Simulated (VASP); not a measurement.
# Ge (Imma) in VASP: single point with PBE

Aim: the single point of Ge with PBE.

Everything below comes from runs of VASP 6.6.1. Logs are shortened: lines on timing, memory, paths and dates and some standing lists are left out, and cuts for length are marked.

**1. The cell of the first run**

Symmetry: Imma, No. 74, orthorhombic system. Conventional cell: a = 4.000 Å, b = 4.000 Å, c = 5.658 Å, α = 90.00°, β = 90.00°, γ = 90.00°. Within 3.2 Å of Ge (site symmetry mm2) lie 4 Ge at 2.39 to 2.51 Å.

**2. Single point, PBE (atom 1 (Ge) moved by (-0.100, +0.000) A along x and z)**

INCAR reads:

```
ALGO = Normal ; EDIFF = 1E-6
ENCUT = 500 ; GGA = PE
GGA_COMPAT = F ; ISIF = 2
ISMEAR = 0 ; LASPH = T
LCHARG = F ; LREAL = F
LWAVE = F ; NBANDS = 21
NELM = 120 ; PREC = Accurate
SIGMA = 0.15
```

KPOINTS reads:

```
k-points
0
Gamma
  14 14 14
```

POSCAR reads:

```
Ge
1.0
    0.0000000000      2.8287700000      2.8287700000
    2.8287700000      0.0000000000      2.8287700000
    2.8287700000      2.8287700000      0.0000000000
Ge
2
Direct
    0.5176755268      0.4823244732      0.4823244732
    0.7500000000      0.7500000000      0.7500000000
```

Potentials or basis: VASP PAW PBE potentials, release 64 (Ge_d).

Run with:

```sh
$ cat potpaw_PBE.64/Ge_d/POTCAR > POTCAR
$ mpirun -np 1 vasp_std > vasp.out
```

OUTCAR:

```text
EDIFF = 1E-6
   ENCUT = 500
   GGA = PE
   ISIF = 2
   ISMEAR = 0
   LASPH = T
   LREAL = F
   NELM = 120
   PREC = Accurate

 ion  position               nearest neighbor table
   1  0.518  0.482  0.482-   2 2.39   2 2.39   2 2.51   2 2.51
   2  0.750  0.750  0.750-   1 2.39   1 2.39   1 2.51   1 2.51

  LATTYP: Found a face centered cubic cell.
 ALAT       =     5.6575400000

  Lattice vectors:

 A1 = (   0.0000000000,   2.8287700000,   2.8287700000)
 A2 = (   2.8287700000,   0.0000000000,   2.8287700000)
 A3 = (   2.8287700000,   2.8287700000,   0.0000000000)

Analysis of symmetry for initial positions (statically):
=====================================================================
 Subroutine PRICEL returns:
 Original cell was already a primitive cell.

 Routine SETGRP: Setting up the symmetry group for a
 face centered cubic supercell.

 Subroutine GETGRP returns: Found  8 space group operations
 (whereof  4 operations were pure point group operations)
 out of a pool of 48 trial point group operations.

The static configuration has the point symmetry C_2v.
 The point group associated with its full space group is D_2h.

Analysis of symmetry for dynamics (positions and initial velocities):
=====================================================================
 Subroutine PRICEL returns:
 Original cell was already a primitive cell.

 Routine SETGRP: Setting up the symmetry group for a
 face centered cubic supercell.

 Subroutine GETGRP returns: Found  8 space group operations
 (whereof  4 operations were pure point group operations)
 out of a pool of 48 trial point group operations.

The dynamic configuration has the point symmetry C_2v.
 The point group associated with its full space group is D_2h.

 Subroutine INISYM returns: Found  8 space group operations
 (whereof  4 operations are pure point group operations),
 and found     1 'primitive' translations

----------------------------------------------------------------------------------------

                                     Primitive cell

  volume of cell :      45.2713

  direct lattice vectors                    reciprocal lattice vectors
     0.000000000  2.828770000  2.828770000    -0.176755268  0.176755268  0.176755268
     2.828770000  0.000000000  2.828770000     0.176755268 -0.176755268  0.176755268
     2.828770000  2.828770000  0.000000000     0.176755268  0.176755268 -0.176755268

  length of vectors
     4.000484899  4.000484899  4.000484899     0.306149105  0.306149105  0.306149105

  position of ions in fractional coordinates (direct lattice)
     0.517675527  0.482324473  0.482324473
     0.750000000  0.750000000  0.750000000

  ion indices of the primitive-cell ions
   primitive index   ion index
                 1           1
                 2           2

----------------------------------------------------------------------------------------

 KPOINTS: k-points

Automatic generation of k-mesh.
 Grid dimensions read from file:
 generate k-points for:   14   14   14

 Generating k-lattice:

  Cartesian coordinates                     Fractional coordinates (reciprocal lattice)
    -0.012625376  0.012625376  0.012625376     0.071428571  0.000000000  0.000000000
     0.012625376 -0.012625376  0.012625376     0.000000000  0.071428571  0.000000000
     0.012625376  0.012625376 -0.012625376     0.000000000  0.000000000  0.071428571

  Length of vectors
     0.021867793  0.021867793  0.021867793

  Shift w.r.t. Gamma in fractional coordinates (k-lattice)
     0.000000000  0.000000000  0.000000000

 Subroutine IBZKPT returns following result:
 ===========================================

 Found    428 irreducible k-points:

 Following reciprocal coordinates:
            Coordinates               Weight
  0.000000  0.000000  0.000000      1.000000
  0.071429  0.000000  0.000000      4.000000
  0.000000  0.071429  0.000000      4.000000
  0.142857  0.000000  0.000000      4.000000
  0.000000  0.142857  0.000000      4.000000
  0.214286  0.000000  0.000000      4.000000
[... 16 lines left out ...]
  0.000000  0.214286  0.071429      4.000000
  0.071429  0.000000  0.214286      8.000000
 [... further k-points ...]
   k-points           NKPTS =    428   k-points in BZ     NKDIM =    428   number of bands    NBANDS=     21
   number of dos      NEDOS =    301   number of ions     NIONS =      2
   total plane-waves  NPLWV =  27000
   dimension x,y,z NGX =    30 NGY =   30 NGZ =   30
   dimension x,y,z NGXF=    60 NGYF=   60 NGZF=   60
   ions per type =               2
   NGX,Y,Z   is equivalent  to a cutoff of  12.47, 12.47, 12.47 a.u.
   NGXF,Y,Z  is equivalent  to a cutoff of  24.93, 24.93, 24.93 a.u.
 SYSTEM =  unknown system
   PREC   = accura    normal or accurate (medium, high low for compatibility)
   ISTART =      0    job   : 0-new  1-cont  2-samecut
   ICHARG =      2    charge: 1-file 2-atom 10-const
   ISPIN  =      1    spin polarized calculation?
   LNONCOLLINEAR =      F non collinear calculations
   LSORBIT =      F    spin-orbit coupling
   LASPH  =      T    aspherical Exc in radial PAW
   ENCUT  =  500.0 eV  36.75 Ry    6.06 a.u.   7.29  7.29  7.29*2*pi/ulx,y,z
   NELM   =    120;   NELMIN=  2; NELMDL= -5     # of ELM steps
   EDIFF  = 0.1E-05   stopping-criterion for ELM
   LREAL  =      F    real-space projection
   EDIFFG = 0.1E-04   stopping-criterion for IOM
   NSW    =      0    number of steps for IOM
   IBRION =     -1    ionic relax: 0-MD 1-quasi-New 2-CG
   NFREE  =      0    steps in history (QN), initial steepest desc. (CG)
   ISIF   =      2    stress and relaxation
   ISYM   =      2    0-nonsym 1-usesym 2-fastsym
   POTIM  = 0.5000    time-step for ionic-motion
   TEBEG  =    0.0;   TEEND  =   0.0 temperature during run
   PSTRESS=    0.0 pullay stress
   NELECT =      28.0000    total number of electrons
   NUPDOWN=      -1.0000    fix difference up-down
   EMIN   =  10.00;   EMAX   =-10.00  energy-range for DOS
   EFERMI =   0.00;   METHOD = LEGACY
   ISMEAR =     0;   SIGMA  =   0.15  broadening in eV -4-tet -1-fermi 0-gaus
   EFERMI_NEDOS =   21; number of points for ismear=-14 and -15
   IALGO  =     38    algorithm
   IMIX   =      4    mixing-type and parameters
     AMIX     =   0.40;   BMIX     =  1.00
     AMIX_MAG =   1.60;   BMIX_MAG =  1.00
  volume/ion in A,a.u.               =      22.64       152.75
  Fermi-wavevector in a.u.,A,eV,Ry     =   1.394825  2.635838 26.470653  1.945538
  Thomas-Fermi vector in A             =   2.518337
   LORBIT       =      0    0 simple, 1 ext, 2 COOP (PROOUT), +10 PAW based schemes
   GGA     = PE    functional components
   LHFCALC =     F    Hartree Fock is set to
   AEXX    =    0.0000 exact exchange contribution
   IVDW    =     0    specifies the selected vdW correction
   LEPSILON=     F    determine dielectric tensor
   LRPA    =     F    only Hartree local field effects (RPA)
 non-spin polarized calculation
 Gauss-broadening in eV      SIGMA  =   0.15
  energy-cutoff  :      500.00
  volume of cell :       45.27
 maximum number of plane-waves:      1173
 NGX is ok and might be reduce to    30
   NGX = 15   NGY = 15   NGZ = 15

 number of electron      28.0000022 magnetization

 Free energy of the ion-electron system (eV)
  ---------------------------------------------------
  ext. energy  EPLUGINS =         0.00000000
  ---------------------------------------------------
  free energy    TOTEN  =        -8.95259757 eV

  energy without entropy =       -8.95196575  energy(sigma->0) =       -8.95228166

 E-fermi :   5.1657     XC(G=0):  -9.9279

 val. band max:        5.0624370039   @ k =   0.4286   0.0000   0.0000
 cond. band min:       5.1857382120   @ k =   0.3571   0.0000   0.0000
 fundamental gap:      0.1233012081
 Fermi energy:         5.1656528905

 k-point     1 :       0.0000    0.0000    0.0000
  band No.  band energies     occupation
      1     -19.8556      2.00000
      2     -19.8415      2.00000
      3     -19.8124      2.00000
      4     -19.8016      2.00000
      5     -19.7978      2.00000
      6     -19.6011      2.00000
[... 13 lines left out ...]
     20      14.4700      0.00000
     21      14.4942      0.00000

 k-point     2 :       0.0714    0.0000    0.0000
  band No.  band energies     occupation
      1     -19.8576      2.00000
      2     -19.8427      2.00000
      3     -19.8118      2.00000
      4     -19.7988      2.00000
      5     -19.7945      2.00000
      6     -19.6023      2.00000
[... 13 lines left out ...]
     20      14.0419      0.00000
     21      14.0475      0.00000

 k-point     3 :       0.0000    0.0714    0.0000
  band No.  band energies     occupation
      1     -19.8581      2.00000
      2     -19.8436      2.00000
      3     -19.8201      2.00000
      4     -19.7926      2.00000
      5     -19.7925      2.00000
      6     -19.6048      2.00000
[... 13 lines left out ...]
     20      13.9571      0.00000
     21      14.0173      0.00000

 k-point     4 :       0.1429    0.0000    0.0000
  band No.  band energies     occupation
      1     -19.8621      2.00000
      2     -19.8452      2.00000
      3     -19.8093      2.00000
      4     -19.7919      2.00000
      5     -19.7870      2.00000
      6     -19.6054      2.00000
[... 13 lines left out ...]
     20      13.5078      0.00000
     21      13.5547      0.00000

 k-point     5 :       0.0000    0.1429    0.0000
  band No.  band energies     occupation
      1     -19.8648      2.00000
      2     -19.8465      2.00000
      3     -19.8293      2.00000
      4     -19.7813      2.00000
      5     -19.7795      2.00000
      6     -19.6126      2.00000
[... 13 lines left out ...]
     20      13.4012      0.00000
     21      13.4344      0.00000
[... 382 lines left out ...]
     20      12.8237      0.00000
     21      14.2896      0.00000

 k-point    22 :       0.2143    0.0714    0.0000
  band No.  band energies     occupation
      1     -19.8686      2.00000
      2     -19.8471      2.00000
      3     -19.8089      2.00000
      4     -19.7834      2.00000
      5     -19.7743      2.00000
      6     -19.6247      2.00000
[... 13 lines left out ...]
     20      13.3598      0.00000
     21      14.1070      0.00000

 k-point    23 :       0.0000    0.2143    0.0714
  band No.  band energies     occupation
      1     -19.8723      2.00000
      2     -19.8432      2.00000
      3     -19.8290      2.00000
      4     -19.7785      2.00000
      5     -19.7681      2.00000
      6     -19.6223      2.00000
[... 13 lines left out ...]
     20      13.4804      0.00000
     21      13.9232      0.00000

 k-point    24 :       0.0714    0.0000    0.2143
  band No.  band energies     occupation
      1     -19.8692      2.00000
      2     -19.8529      2.00000
      3     -19.8355      2.00000
      4     -19.7738      2.00000
      5     -19.7623      2.00000
      6     -19.6307      2.00000
[... 13 lines left out ...]
     20      13.2977      0.00000
     21      13.8775      0.00000

 [... further k-points ...]

------------------------ aborting loop because EDIFF is reached ----------------------------------------

  FORCE on cell =-STRESS in cart. coord.  units (eV):
  Direction    XX          YY          ZZ          XY          YZ          ZX
  --------------------------------------------------------------------------------------
  -------------------------------------------------------------------------------------
  Total        1.0106546      1.1307099      1.1307099      0.0000000     -0.9371087      0.0000000
  in kB       35.7676528     40.0164786     40.0164786      0.0000000    -33.1648186      0.0000000
  external PRESSURE =      38.6002033 kB  Pullay stress =       0.0000000 kB

 VOLUME and BASIS-vectors are now :
 -----------------------------------------------------------------------------
  energy-cutoff  :      500.00
  volume of cell :       45.27
      direct lattice vectors                 reciprocal lattice vectors
     0.000000000  2.828770000  2.828770000    -0.176755268  0.176755268  0.176755268
     2.828770000  0.000000000  2.828770000     0.176755268 -0.176755268  0.176755268
     2.828770000  2.828770000  0.000000000     0.176755268  0.176755268 -0.176755268

 POSITION                                       TOTAL-FORCE (eV/Angst)
 -----------------------------------------------------------------------------------
      2.72877      2.82877      2.82877         1.127611     -0.000000     -0.000000
      4.24315      4.24315      4.24315        -1.127611      0.000000      0.000000
 -----------------------------------------------------------------------------------
    total drift:                               -0.000077      0.000000      0.000000

  FREE ENERGIE OF THE ION-ELECTRON SYSTEM (eV)
  ---------------------------------------------------
  free  energy   TOTEN  =        -8.9525975735 eV

  energy  without entropy=       -8.9519657468  energy(sigma->0) =       -8.95228166
```

Run time: 6.9 min. Hardware: 1 thread of Oxide Virtual Turin-like, shared host; peak memory 0.37 GiB.

Results:

| Quantity | Value |
| --- | --- |
| Free energy | -8.9526 eV |
| Pressure | 3.9 GPa |
| Largest force | 1.128 eV/Å |
| Band gap on the k mesh | zero (bands 14 and 15 overlap by 0.30 eV) |

Forces on the atoms (eV/Å):
```
Ge   1.128  0.000  0.000
Ge  -1.128  0.000  0.000
```

Stress tensor (GPa, compression positive):
```
 3.58  0.00  0.00
 0.00  4.00 -3.32
 0.00 -3.32  4.00
```

Caveat: the cell differs from its parent crystal (atom 1 (Ge) moved by (-0.100, +0.000) A along x and z); the cell stands under pressure; semilocal functionals underestimate gaps, and a narrow one can read as zero; forces of over 1 eV/Å act on the atoms, so gaps and moduli don't describe the material at rest.

The gap in the log of VASP goes by the Fermi energy; the results here count the filled bands.